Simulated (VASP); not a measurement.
Set up this calculation in VASP 6.6.1, as the native input.

```
Task                   : single point
Functional             : PBE
Potentials or basis    : VASP PAW PBE potentials, release 64 (Sc_sv, Al)
Cutoff                 : 520 eV
k mesh                 : 12 × 12 × 12
Occupations            : gaussian, width 0.15 eV
Spin                   : no spin polarisation
Dipole correction      : no
Further INCAR settings : ALGO = Fast; EDIFF = 1e-07; NBANDS = 18
```

The structure of ScAl3 lies in POSCAR:

```
ScAl3
1.0
    4.1053305968      0.0000000000      0.0000000000
    0.0000000000      4.1053305968      0.0000000000
    0.0000000000      0.0000000000      4.1053305968
Sc Al
1 3
Direct
    0.0028764269     -0.0028764269      0.0000000000
    0.5000000000      0.0000000000      0.5000000000
    0.0000000000      0.5000000000      0.5000000000
    0.5000000000      0.5000000000      0.0000000000
```

This cell differs from its parent crystal: atom 1 (Sc) moved +0.017 Å along Cartesian [1 -1 0].

These files were run (other wordings do the same):

INCAR

```
SYSTEM = ScAl3
PREC     = Accurate       ! precision mode
ENCUT    = 520            ! plane-wave cutoff, eV
EDIFF    = 1E-7           ! SCF threshold, eV
ISMEAR   = 0              ! smearing method
SIGMA    = 0.15           ! smearing width, eV
LREAL    = .False.        ! projectors in reciprocal space
LASPH    = .True.         ! aspherical terms in the spheres
NELM     = 60             ! most SCF steps
ALGO     = Fast           ! electronic algorithm
ISIF     = 2              ! what is computed and relaxed
LWAVE    = .False.        ! write WAVECAR
LCHARG   = .False.        ! write CHGCAR
GGA      = PE             ! functional
NBANDS   = 18             ! bands
```

KPOINTS

```
Automatic mesh
0
Gamma
  12 12 12
  0 0 0
```

Potentials or basis: VASP PAW PBE potentials, release 64 (Sc_sv, Al).

Command:

```bash
$ cat potpaw_PBE.64/Sc_sv/POTCAR potpaw_PBE.64/Al/POTCAR > POTCAR
$ mpirun -np 1 vasp_std > vasp.out
```

It gave:

```json
{
 "Pressure": "0.0 GPa",
 "Largest force": "0.157 eV/Å",
 "Band gap on the k mesh": "zero (band 10 reaches 8.08 eV, above the bottom of band 11 at 4.21 eV)"
}
```

Caveat: the cell differs from its parent crystal (atom 1 (Sc) moved +0.017 Å along Cartesian [1 -1 0]).

Wall time 3.7 min on 1 thread of Intel(R) Xeon(R) Platinum 8488C (Sapphire Rapids) (shared host), peak memory 0.45 GiB.
